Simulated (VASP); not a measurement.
# Pd (Im-3m) in VASP: notebook, part 2 of 2

VASP 6.6.1. The steps go on from the part before.

## 4. Single point, LDA

This run uses another cell than the first one, of 13.94 Å³/atom, 1.054 times its volume.

INCAR

```
SYSTEM = Pd
ALGO = Normal
EDIFF = 1E-6
ENCUT = 500
GGA = CA
GGA_COMPAT = .FALSE.
ISIF = 2
ISMEAR = -1
LASPH = .TRUE.
LCHARG = .FALSE.
LREAL = .FALSE.
LWAVE = .FALSE.
NBANDS = 11
NELM = 120
PREC = Accurate
SIGMA = 0.05
```

KPOINTS

```
k-points
0
G
  10 10 10
  0 0 0
```

POSCAR

```
Pd
1.0
    1.5160347364      1.5160347364      1.5160347364
   -1.5160347364      1.5160347364      1.5160347364
   -1.5160347364     -1.5160347364      1.5160347364
Pd
1
Direct
    0.0000000000      0.0000000000      0.0000000000
```

Potentials or basis: VASP PAW LDA potentials, release 64 (Pd).

Run with:

```bash
> cat potpaw_LDA.64/Pd/POTCAR > POTCAR
> mpirun -np 1 vasp_std > vasp.out
```

OUTCAR:

```text
SYSTEM = Pd
   EDIFF = 1E-6
   ENCUT = 500
   GGA = CA
   ISIF = 2
   ISMEAR = -1
   LASPH = .TRUE.
   LREAL = .FALSE.
   NELM = 120
   PREC = Accurate

 ion  position               nearest neighbor table
   1  0.000  0.000  0.000-

  LATTYP: Found a body centered cubic cell.
 ALAT       =     3.0320694728

  Lattice vectors:

 A1 = (   1.5160347364,  -1.5160347364,  -1.5160347364)
 A2 = (   1.5160347364,   1.5160347364,   1.5160347364)
 A3 = (  -1.5160347364,  -1.5160347364,   1.5160347364)

Analysis of symmetry for initial positions (statically):
=====================================================================
 Subroutine PRICEL returns:
 Original cell was already a primitive cell.

 Routine SETGRP: Setting up the symmetry group for a
 body centered cubic supercell.

 Subroutine GETGRP returns: Found 48 space group operations
 (whereof 48 operations were pure point group operations)
 out of a pool of 48 trial point group operations.

The static configuration has the point symmetry O_h .

Analysis of symmetry for dynamics (positions and initial velocities):
=====================================================================
 Subroutine PRICEL returns:
 Original cell was already a primitive cell.

 Routine SETGRP: Setting up the symmetry group for a
 body centered cubic supercell.

 Subroutine GETGRP returns: Found 48 space group operations
 (whereof 48 operations were pure point group operations)
 out of a pool of 48 trial point group operations.

The dynamic configuration has the point symmetry O_h .

 Subroutine INISYM returns: Found 48 space group operations
 (whereof 48 operations are pure point group operations),
 and found     1 'primitive' translations

----------------------------------------------------------------------------------------

                                     Primitive cell

  volume of cell :      13.9376

  direct lattice vectors                    reciprocal lattice vectors
     1.516034736  1.516034736  1.516034736     0.329807746  0.000000000  0.329807746
    -1.516034736  1.516034736  1.516034736    -0.329807746  0.329807746  0.000000000
    -1.516034736 -1.516034736  1.516034736     0.000000000 -0.329807746  0.329807746

  length of vectors
     2.625849189  2.625849189  2.625849189     0.466418588  0.466418588  0.466418588

  position of ions in fractional coordinates (direct lattice)
     0.000000000  0.000000000  0.000000000

  ion indices of the primitive-cell ions
   primitive index   ion index
                 1           1

----------------------------------------------------------------------------------------

 KPOINTS: k-points

Automatic generation of k-mesh.
 Grid dimensions read from file:
 generate k-points for:   10   10   10

 Generating k-lattice:

  Cartesian coordinates                     Fractional coordinates (reciprocal lattice)
     0.032980775  0.000000000  0.032980775     0.100000000  0.000000000  0.000000000
    -0.032980775  0.032980775  0.000000000     0.000000000  0.100000000  0.000000000
     0.000000000 -0.032980775  0.032980775     0.000000000  0.000000000  0.100000000

  Length of vectors
     0.046641859  0.046641859  0.046641859

  Shift w.r.t. Gamma in fractional coordinates (k-lattice)
     0.000000000  0.000000000  0.000000000

 Subroutine IBZKPT returns following result:
 ===========================================

 Found     47 irreducible k-points:

 Following reciprocal coordinates:
            Coordinates               Weight
  0.000000  0.000000  0.000000      1.000000
  0.100000  0.000000  0.000000     12.000000
  0.200000  0.000000  0.000000     12.000000
  0.300000  0.000000  0.000000     12.000000
  0.400000  0.000000  0.000000     12.000000
  0.500000  0.000000  0.000000      6.000000
[... 16 lines left out ...]
  0.100000  0.300000  0.100000      8.000000
  0.500000  0.300000  0.100000     24.000000
 [... further k-points ...]
   k-points           NKPTS =     47   k-points in BZ     NKDIM =     47   number of bands    NBANDS=     11
   number of dos      NEDOS =    301   number of ions     NIONS =      1
   total plane-waves  NPLWV =   8000
   dimension x,y,z NGX =    20 NGY =   20 NGZ =   20
   dimension x,y,z NGXF=    40 NGYF=   40 NGZF=   40
   ions per type =               1
   NGX,Y,Z   is equivalent  to a cutoff of  12.66, 12.66, 12.66 a.u.
   NGXF,Y,Z  is equivalent  to a cutoff of  25.32, 25.32, 25.32 a.u.
 SYSTEM =  Pd
   PREC   = accura    normal or accurate (medium, high low for compatibility)
   ISTART =      0    job   : 0-new  1-cont  2-samecut
   ICHARG =      2    charge: 1-file 2-atom 10-const
   ISPIN  =      1    spin polarized calculation?
   LNONCOLLINEAR =      F non collinear calculations
   LSORBIT =      F    spin-orbit coupling
   LASPH  =      T    aspherical Exc in radial PAW
   ENCUT  =  500.0 eV  36.75 Ry    6.06 a.u.   4.79  4.79  4.79*2*pi/ulx,y,z
   NELM   =    120;   NELMIN=  2; NELMDL= -5     # of ELM steps
   EDIFF  = 0.1E-05   stopping-criterion for ELM
   LREAL  =      F    real-space projection
   EDIFFG = 0.1E-04   stopping-criterion for IOM
   NSW    =      0    number of steps for IOM
   IBRION =     -1    ionic relax: 0-MD 1-quasi-New 2-CG
   NFREE  =      0    steps in history (QN), initial steepest desc. (CG)
   ISIF   =      2    stress and relaxation
   ISYM   =      2    0-nonsym 1-usesym 2-fastsym
   POTIM  = 0.5000    time-step for ionic-motion
   TEBEG  =    0.0;   TEEND  =   0.0 temperature during run
   PSTRESS=    0.0 pullay stress
   NELECT =      10.0000    total number of electrons
   NUPDOWN=      -1.0000    fix difference up-down
   EMIN   =  10.00;   EMAX   =-10.00  energy-range for DOS
   EFERMI =   0.00;   METHOD = LEGACY
   ISMEAR =    -1;   SIGMA  =   0.05  broadening in eV -4-tet -1-fermi 0-gaus
   EFERMI_NEDOS =   21; number of points for ismear=-14 and -15
   IALGO  =     38    algorithm
   IMIX   =      4    mixing-type and parameters
     AMIX     =   0.40;   BMIX     =  1.00
     AMIX_MAG =   1.60;   BMIX_MAG =  1.00
  volume/ion in A,a.u.               =      13.94        94.06
  Fermi-wavevector in a.u.,A,eV,Ry     =   1.465590  2.769563 29.224670  2.147953
  Thomas-Fermi vector in A             =   2.581428
   LORBIT       =      0    0 simple, 1 ext, 2 COOP (PROOUT), +10 PAW based schemes
   GGA     = CA    functional components
   LHFCALC =     F    Hartree Fock is set to
   AEXX    =    0.0000 exact exchange contribution
   IVDW    =     0    specifies the selected vdW correction
   LEPSILON=     F    determine dielectric tensor
   LRPA    =     F    only Hartree local field effects (RPA)
 non-spin polarized calculation
  energy-cutoff  :      500.00
  volume of cell :       13.94
 maximum number of plane-waves:       370
   NGX =  9   NGY =  9   NGZ =  9

 number of electron      10.0000000 magnetization

 number of electron       9.9999998 magnetization

 Free energy of the ion-electron system (eV)
  ---------------------------------------------------
  ext. energy  EPLUGINS =         0.00000000
  ---------------------------------------------------
  free energy    TOTEN  =        -6.43911922 eV

  energy without entropy =       -6.43058619  energy(sigma->0) =       -6.43485271

 E-fermi :  10.5724     XC(G=0): -13.8648

 val. band max:       10.5693241873   @ k =   0.4000   0.2000   0.2000
 cond. band min:      10.6597281928   @ k =   0.5000   0.4000   0.3000
 fundamental gap:      0.0904040056
 Fermi energy:        10.5724424038

 k-point     1 :       0.0000    0.0000    0.0000
  band No.  band energies     occupation
      1       2.9147      2.00000
      2       7.2979      2.00000
      3       7.2979      2.00000
      4       7.2979      2.00000
      5       9.5314      2.00000
      6       9.5314      2.00000
      7      30.0044      0.00000
      8      30.0044      0.00000
      9      30.0044      0.00000
     10      36.2398      0.00000
     11      39.3328      0.00000
[... 309 lines left out ...]
 k-point    24 :       0.5000    0.3000    0.1000
  band No.  band energies     occupation
      1       6.0340      2.00000
      2       6.3853      2.00000
      3       7.3088      2.00000
      4       9.1215      2.00000
      5      10.2081      1.99863
      6      14.7148      0.00000
      7      21.5740      0.00000
      8      22.3354      0.00000
      9      30.8557      0.00000
     10      32.0369      0.00000
     11      35.7968      0.00000

 [... further k-points ...]

------------------------ aborting loop because EDIFF is reached ----------------------------------------

  FORCE on cell =-STRESS in cart. coord.  units (eV):
  Direction    XX          YY          ZZ          XY          YZ          ZX
  --------------------------------------------------------------------------------------
  -------------------------------------------------------------------------------------
  Total        0.4581999      0.4581999      0.4581999      0.0000000     -0.0000000      0.0000000
  in kB       52.6717914     52.6717914     52.6717914      0.0000000     -0.0000000      0.0000000
  external PRESSURE =      52.6717914 kB  Pullay stress =       0.0000000 kB

 VOLUME and BASIS-vectors are now :
 -----------------------------------------------------------------------------
  energy-cutoff  :      500.00
  volume of cell :       13.94
      direct lattice vectors                 reciprocal lattice vectors
     1.516034736  1.516034736  1.516034736     0.329807746  0.000000000  0.329807746
    -1.516034736  1.516034736  1.516034736    -0.329807746  0.329807746  0.000000000
    -1.516034736 -1.516034736  1.516034736     0.000000000 -0.329807746  0.329807746

 POSITION                                       TOTAL-FORCE (eV/Angst)
 -----------------------------------------------------------------------------------
      0.00000      0.00000      0.00000        -0.000000      0.000000      0.000000
 -----------------------------------------------------------------------------------
    total drift:                                0.000000     -0.000000     -0.000000

  FREE ENERGIE OF THE ION-ELECTRON SYSTEM (eV)
  ---------------------------------------------------
  free  energy   TOTEN  =        -6.4391192223 eV

  energy  without entropy=       -6.4305861940  energy(sigma->0) =       -6.43485271
```

Wall time 7.5 s (1 thread of AMD EPYC 9R45 (Zen 5), shared host); peak memory 0.09 GiB.

Results:

```yaml
Free_energy: -6.4391 eV
Pressure: 5.3 GPa
Band_gap_on_the_k_mesh: zero (band 5 reaches 11.26 eV, above the bottom of band 6 at 9.52 eV)
```

## 5. Summary

| cell | gap on the mesh (eV) | pressure (GPa) |
| --- | --- | --- |
| a = 2.580 Å, angles 70.5, 109.5, 70.5°, 1 atom | none | 20.4 |
| a = 2.644 Å, angles 70.5, 109.5, 70.5°, 1 atom | none | 0.3 |
| a = 2.626 Å, angles 70.5, 109.5, 70.5°, 1 atom | none | 5.3 |

Alike in all rows: task single point; level LDA; potentials or basis VASP PAW LDA potentials, release 64 (Pd); no spin polarisation; k mesh 10 × 10 × 10; cutoff (eV) 500; smearing fermi-dirac 0.05 eV.

Total energies depend on the potentials used, so only differences within one code and one set of settings carry meaning.
